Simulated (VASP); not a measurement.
# Ba (Im-3m) in VASP: notebook

Runs on Ba. Level: PBEsol. Tasks: single point, relaxation of cell and atoms.

Program: VASP 6.6.1. These are calculated values, not measurements. Logs are shortened: lines on timing, memory, paths and dates and some standing lists are left out, and cuts for length are marked.

### 1 The cell of the first run

The structure is cubic, space group Im-3m (No. 229). The conventional cell has a = 4.904 Å, b = 4.904 Å, c = 4.904 Å, α = 90.00°, β = 90.00°, γ = 90.00°. Within 5.6 Å of Ba (site symmetry m-3m) lie 14 Ba at 4.25 to 4.90 Å.

### 2 Single point, PBEsol

The input, INCAR:

```
PREC = Accurate
ENCUT = 500
EDIFF = 1E-6
ISMEAR = 0
SIGMA = 0.05
LREAL = F
LASPH = T
NELM = 120
ALGO = Normal
ISIF = 2
LWAVE = F
LCHARG = F
GGA = PS
NBANDS = 11
GGA_COMPAT = F
```

The input, KPOINTS:

```
regular mesh
0
Gamma
  6 6 6
```

The input, POSCAR:

```
Ba
1.0
   -2.4519613320      2.4519613320      2.4519613320
    2.4519613320     -2.4519613320      2.4519613320
    2.4519613320      2.4519613320     -2.4519613320
Ba
1
Direct
    0.0000000000      0.0000000000      0.0000000000
```

Potentials or basis: VASP PAW PBE potentials, release 64 (Ba_sv).

Command:

```
> cat potpaw_PBE.64/Ba_sv/POTCAR > POTCAR
> mpirun -np 1 vasp_std > vasp.out
```

OUTCAR:

```text
PREC = Accurate
   ENCUT = 500
   EDIFF = 1E-6
   ISMEAR = 0
   LREAL = F
   LASPH = T
   NELM = 120
   ISIF = 2
   GGA = PS

 ion  position               nearest neighbor table
   1  0.000  0.000  0.000-

  LATTYP: Found a body centered cubic cell.
 ALAT       =     4.9039226640

  Lattice vectors:

 A1 = (  -2.4519613320,   2.4519613320,   2.4519613320)
 A2 = (   2.4519613320,  -2.4519613320,   2.4519613320)
 A3 = (   2.4519613320,   2.4519613320,  -2.4519613320)

Analysis of symmetry for initial positions (statically):
=====================================================================
 Subroutine PRICEL returns:
 Original cell was already a primitive cell.

 Routine SETGRP: Setting up the symmetry group for a
 body centered cubic supercell.

 Subroutine GETGRP returns: Found 48 space group operations
 (whereof 48 operations were pure point group operations)
 out of a pool of 48 trial point group operations.

The static configuration has the point symmetry O_h .

Analysis of symmetry for dynamics (positions and initial velocities):
=====================================================================
 Subroutine PRICEL returns:
 Original cell was already a primitive cell.

 Routine SETGRP: Setting up the symmetry group for a
 body centered cubic supercell.

 Subroutine GETGRP returns: Found 48 space group operations
 (whereof 48 operations were pure point group operations)
 out of a pool of 48 trial point group operations.

The dynamic configuration has the point symmetry O_h .

 Subroutine INISYM returns: Found 48 space group operations
 (whereof 48 operations are pure point group operations),
 and found     1 'primitive' translations

----------------------------------------------------------------------------------------

                                     Primitive cell

  volume of cell :      58.9659

  direct lattice vectors                    reciprocal lattice vectors
    -2.451961332  2.451961332  2.451961332     0.000000000  0.203918387  0.203918387
     2.451961332 -2.451961332  2.451961332     0.203918387  0.000000000  0.203918387
     2.451961332  2.451961332 -2.451961332     0.203918387  0.203918387  0.000000000

  length of vectors
     4.246921605  4.246921605  4.246921605     0.288384149  0.288384149  0.288384149

  position of ions in fractional coordinates (direct lattice)
     0.000000000  0.000000000  0.000000000

  ion indices of the primitive-cell ions
   primitive index   ion index
                 1           1

----------------------------------------------------------------------------------------

 KPOINTS: regular mesh

Automatic generation of k-mesh.
 Grid dimensions read from file:
 generate k-points for:    6    6    6

 Generating k-lattice:

  Cartesian coordinates                     Fractional coordinates (reciprocal lattice)
     0.000000000  0.033986398  0.033986398     0.166666667  0.000000000  0.000000000
     0.033986398  0.000000000  0.033986398     0.000000000  0.166666667  0.000000000
     0.033986398  0.033986398  0.000000000     0.000000000  0.000000000  0.166666667

  Length of vectors
     0.048064025  0.048064025  0.048064025

  Shift w.r.t. Gamma in fractional coordinates (k-lattice)
     0.000000000  0.000000000  0.000000000

 Subroutine IBZKPT returns following result:
 ===========================================

 Found     16 irreducible k-points:

 Following reciprocal coordinates:
            Coordinates               Weight
  0.000000  0.000000  0.000000      1.000000
  0.166667  0.000000  0.000000     12.000000
  0.333333  0.000000  0.000000     12.000000
  0.500000  0.000000  0.000000      6.000000
  0.166667  0.166667  0.000000     24.000000
  0.333333  0.166667  0.000000     48.000000
[... 8 lines left out ...]
  0.500000  0.500000  0.333333     12.000000
  0.500000  0.500000  0.500000      1.000000
   k-points           NKPTS =     16   k-points in BZ     NKDIM =     16   number of bands    NBANDS=     11
   number of dos      NEDOS =    301   number of ions     NIONS =      1
   total plane-waves  NPLWV =  32768
   dimension x,y,z NGX =    32 NGY =   32 NGZ =   32
   dimension x,y,z NGXF=    64 NGYF=   64 NGZF=   64
   ions per type =               1
   NGX,Y,Z   is equivalent  to a cutoff of  12.53, 12.53, 12.53 a.u.
   NGXF,Y,Z  is equivalent  to a cutoff of  25.05, 25.05, 25.05 a.u.
 SYSTEM =  unknown system
   PREC   = accura    normal or accurate (medium, high low for compatibility)
   ISTART =      0    job   : 0-new  1-cont  2-samecut
   ICHARG =      2    charge: 1-file 2-atom 10-const
   ISPIN  =      1    spin polarized calculation?
   LNONCOLLINEAR =      F non collinear calculations
   LSORBIT =      F    spin-orbit coupling
   LASPH  =      T    aspherical Exc in radial PAW
   ENCUT  =  500.0 eV  36.75 Ry    6.06 a.u.   7.74  7.74  7.74*2*pi/ulx,y,z
   NELM   =    120;   NELMIN=  2; NELMDL= -5     # of ELM steps
   EDIFF  = 0.1E-05   stopping-criterion for ELM
   LREAL  =      F    real-space projection
   EDIFFG = 0.1E-04   stopping-criterion for IOM
   NSW    =      0    number of steps for IOM
   IBRION =     -1    ionic relax: 0-MD 1-quasi-New 2-CG
   NFREE  =      0    steps in history (QN), initial steepest desc. (CG)
   ISIF   =      2    stress and relaxation
   ISYM   =      2    0-nonsym 1-usesym 2-fastsym
   POTIM  = 0.5000    time-step for ionic-motion
   TEBEG  =    0.0;   TEEND  =   0.0 temperature during run
   PSTRESS=    0.0 pullay stress
   NELECT =      10.0000    total number of electrons
   NUPDOWN=      -1.0000    fix difference up-down
   EMIN   =  10.00;   EMAX   =-10.00  energy-range for DOS
   EFERMI =   0.00;   METHOD = LEGACY
   ISMEAR =     0;   SIGMA  =   0.05  broadening in eV -4-tet -1-fermi 0-gaus
   EFERMI_NEDOS =   21; number of points for ismear=-14 and -15
   IALGO  =     38    algorithm
   IMIX   =      4    mixing-type and parameters
     AMIX     =   0.40;   BMIX     =  1.00
     AMIX_MAG =   1.60;   BMIX_MAG =  1.00
  volume/ion in A,a.u.               =      58.97       397.92
  Fermi-wavevector in a.u.,A,eV,Ry     =   0.906166  1.712406 11.172251  0.821137
  Thomas-Fermi vector in A             =   2.029821
   LORBIT       =      0    0 simple, 1 ext, 2 COOP (PROOUT), +10 PAW based schemes
   GGA     = PS    functional components
   LHFCALC =     F    Hartree Fock is set to
   AEXX    =    0.0000 exact exchange contribution
   IVDW    =     0    specifies the selected vdW correction
   LEPSILON=     F    determine dielectric tensor
   LRPA    =     F    only Hartree local field effects (RPA)
 non-spin polarized calculation
 Gauss-broadening in eV      SIGMA  =   0.05
  energy-cutoff  :      500.00
  volume of cell :       58.97
 maximum number of plane-waves:      1508
   NGX = 15   NGY = 15   NGZ = 15

 number of electron      10.0000000 magnetization

 Free energy of the ion-electron system (eV)
  ---------------------------------------------------
  ext. energy  EPLUGINS =         0.00000000
  ---------------------------------------------------
  free energy    TOTEN  =        -2.13715525 eV

  energy without entropy =       -2.13537288  energy(sigma->0) =       -2.13626407

 E-fermi :   1.7883     XC(G=0):  -7.7256

 val. band max:        1.7378233385   @ k =  -0.3333   0.3333   0.3333
 cond. band min:       1.8342908285   @ k =   0.3333   0.3333   0.0000
 fundamental gap:      0.0964674899
 Fermi energy:         1.7883213974

 k-point     1 :       0.0000    0.0000    0.0000
  band No.  band energies     occupation
      1     -26.9991      2.00000
      2     -11.8872      2.00000
      3     -11.8872      2.00000
      4     -11.8872      2.00000
      5      -1.0422      2.00000
      6       3.6401      0.00000
      7       3.6401      0.00000
      8       3.6401      0.00000
      9       5.1646      0.00000
     10       5.1646      0.00000
     11       8.8887      0.00000

 k-point     2 :       0.1667    0.0000    0.0000
  band No.  band energies     occupation
      1     -26.9846      2.00000
      2     -12.0408      2.00000
      3     -11.9341      2.00000
      4     -11.8884      2.00000
      5      -0.5079      2.00000
      6       3.2451      0.00000
      7       3.3204      0.00000
      8       4.2096      0.00000
      9       4.7959      0.00000
     10       5.1517      0.00000
     11       9.3966      0.00000

 k-point     3 :       0.3333    0.0000    0.0000
  band No.  band energies     occupation
      1     -26.9554      2.00000
      2     -12.3272      2.00000
      3     -12.0254      2.00000
      4     -11.8909      2.00000
      5       0.5246      2.00000
      6       2.6562      0.00000
      7       2.8105      0.00000
      8       5.1017      0.00000
      9       5.3904      0.00000
     10       5.7881      0.00000
     11       8.6151      0.00000

 k-point     4 :       0.5000    0.0000    0.0000
  band No.  band energies     occupation
      1     -26.9407      2.00000
      2     -12.4615      2.00000
      3     -12.0699      2.00000
      4     -11.8922      2.00000
      5       0.8061      2.00000
      6       2.4192      0.00000
      7       3.2265      0.00000
      8       5.1465      0.00000
      9       5.7703      0.00000
     10       7.3564      0.00000
     11       7.6106      0.00000
[... 127 lines left out ...]
 k-point    14 :      -0.3333    0.3333    0.3333
  band No.  band energies     occupation
      1     -26.9205      2.00000
      2     -12.2676      2.00000
      3     -12.1811      2.00000
      4     -12.1811      2.00000
      5       1.4823      2.00000
      6       1.7378      1.84679
      7       4.2894      0.00000
      8       4.2894      0.00000
      9       5.1661      0.00000
     10       5.6516      0.00000
     11      10.1911      0.00000

 k-point    15 :       0.5000    0.5000    0.3333
  band No.  band energies     occupation
      1     -26.9088      2.00000
      2     -12.3284      2.00000
      3     -12.2309      2.00000
      4     -12.1896      2.00000
      5       1.3978      2.00000
      6       1.5068      2.00000
      7       4.3426      0.00000
      8       4.5208      0.00000
      9       6.4970      0.00000
     10       6.9314      0.00000
     11       7.9721      0.00000

 k-point    16 :       0.5000    0.5000    0.5000
  band No.  band energies     occupation
      1     -26.8980      2.00000
      2     -12.2824      2.00000
      3     -12.2824      2.00000
      4     -12.2824      2.00000
      5       1.1200      2.00000
      6       1.1200      2.00000
      7       6.4298      0.00000
      8       6.4298      0.00000
      9       6.4298      0.00000
     10       6.8065      0.00000
     11       6.8065      0.00000

------------------------ aborting loop because EDIFF is reached ----------------------------------------

  FORCE on cell =-STRESS in cart. coord.  units (eV):
  Direction    XX          YY          ZZ          XY          YZ          ZX
  --------------------------------------------------------------------------------------
  -------------------------------------------------------------------------------------
  Total        0.0263782      0.0263782      0.0263782     -0.0000000     -0.0000000      0.0000000
  in kB        0.7167278      0.7167278      0.7167278     -0.0000000     -0.0000000      0.0000000
  external PRESSURE =       0.7167278 kB  Pullay stress =       0.0000000 kB

 VOLUME and BASIS-vectors are now :
 -----------------------------------------------------------------------------
  energy-cutoff  :      500.00
  volume of cell :       58.97
      direct lattice vectors                 reciprocal lattice vectors
    -2.451961332  2.451961332  2.451961332     0.000000000  0.203918387  0.203918387
     2.451961332 -2.451961332  2.451961332     0.203918387  0.000000000  0.203918387
     2.451961332  2.451961332 -2.451961332     0.203918387  0.203918387  0.000000000

 POSITION                                       TOTAL-FORCE (eV/Angst)
 -----------------------------------------------------------------------------------
      0.00000      0.00000      0.00000        -0.000000      0.000000     -0.000000
 -----------------------------------------------------------------------------------
    total drift:                                0.000000      0.000000     -0.000000

  FREE ENERGIE OF THE ION-ELECTRON SYSTEM (eV)
  ---------------------------------------------------
  free  energy   TOTEN  =        -2.1371552483 eV

  energy  without entropy=       -2.1353728838  energy(sigma->0) =       -2.13626407
```

Wall time 6.8 s (1 thread of Intel Xeon 8259CL, shared host); peak memory 0.17 GiB.

What came out:

```yaml
Free_energy: -2.1372 eV
Pressure: 0.1 GPa
Band_gap_on_the_k_mesh: zero (bands 5 and 6 overlap by 0.71 eV)
```

Levels at points of the mesh, in eV from the Fermi level:
```tsv
k point	band 2	band 3	band 4	band 5	band 6	band 7	band 8	band 9
(0.00, 0.00, 0.00)	-13.68	-13.68	-13.68	-2.83	1.85	1.85	1.85	3.38
(0.50, 0.00, 0.00)	-14.25	-13.86	-13.68	-0.98	0.63	1.44	3.36	3.98
(0.50, 0.50, 0.50)	-14.07	-14.07	-14.07	-0.67	-0.67	4.64	4.64	4.64
```

Caveat: the PAW data sets were made with another functional, which shifts forces and pressure a little; spin-orbit coupling is left out, which moves the levels of the heavy elements.

### 3 Relaxation of cell and atoms, PBEsol

This run uses another cell than the first one, of 62.99 Å³/atom.

The input, INCAR:

```
  PREC = Accurate
  ENCUT = 500
  EDIFF = 1E-7
  ISMEAR = 0
  SIGMA = 0.05
  LREAL = F
  LASPH = T
  NELM = 120
  ALGO = Normal
  ISIF = 3
  LWAVE = F
  LCHARG = F
  GGA = PS
  IBRION = 2
  NSW = 80
  EDIFFG = -0.01
  GGA_COMPAT = F
  NELMIN = 4
```

The input, KPOINTS:

```
Automatic mesh
0
Gamma
  6 6 6
```

The input, POSCAR:

```
Ba
1.0
   -2.5065000000      2.5065000000      2.5065000000
    2.5065000000     -2.5065000000      2.5065000000
    2.5065000000      2.5065000000     -2.5065000000
Ba
1
Direct
    0.0000000000      0.0000000000      0.0000000000
```

Potentials or basis: VASP PAW PBE potentials, release 64 (Ba_sv).

Command:

```
> cat potpaw_PBE.64/Ba_sv/POTCAR > POTCAR
> mpirun -np 1 vasp_std > vasp.out
```

Wall time 16 s (1 thread of Intel Xeon 8259CL, shared host); peak memory 0.18 GiB.

Results (log left out):

```yaml
Free_energy: -2.1373 eV
Relaxed_volume: 59.45 Å³/atom
Relaxed_cell: a = 4.259 Å, b = 4.259 Å, c = 4.259 Å, α = 109.47°, β = 109.47°, γ = 109.47°
Space_group_after_relaxing_to_0.1_Å: Im-3m (No. 229)
Energy_gained_by_relaxing: 5.5 meV/atom
Ionic_steps: 3
Pressure_after_relaxing: 0.0 GPa
Band_gap_on_the_k_mesh: zero (bands 5 and 6 overlap by 0.70 eV)
```

Step by step:
```csv
step,energy change (eV),largest force (eV/Å),pressure (GPa),volume (Å³)
1,0.0000,0.0000,-0.47,62.99
2,-0.0038,0.0000,-0.27,61.32
3,-0.0055,0.0000,-0.01,59.45
```

Final structure:
```
CELL_PARAMETERS angstrom
-2.45865 2.45865 2.45865
2.45865 -2.45865 2.45865
2.45865 2.45865 -2.45865
ATOMIC_POSITIONS crystal
Ba 0.00000 0.00000 0.00000
```

Levels at points of the mesh, in eV from the Fermi level:
```tsv
k point	band 3	band 4	band 5	band 6	band 7	band 8
(0.00, 0.00, 0.00)	-13.69	-13.69	-2.83	1.84	1.84	1.84
(0.50, 0.00, 0.00)	-13.87	-13.70	-0.98	0.63	1.41	3.33
(0.50, 0.50, 0.50)	-14.08	-14.08	-0.66	-0.66	4.60	4.60
```

Caveat: the PAW data sets were made with another functional, which shifts forces and pressure a little; spin-orbit coupling is left out, which moves the levels of the heavy elements.

The gap in the log of VASP goes by the Fermi energy; the results here count the filled bands.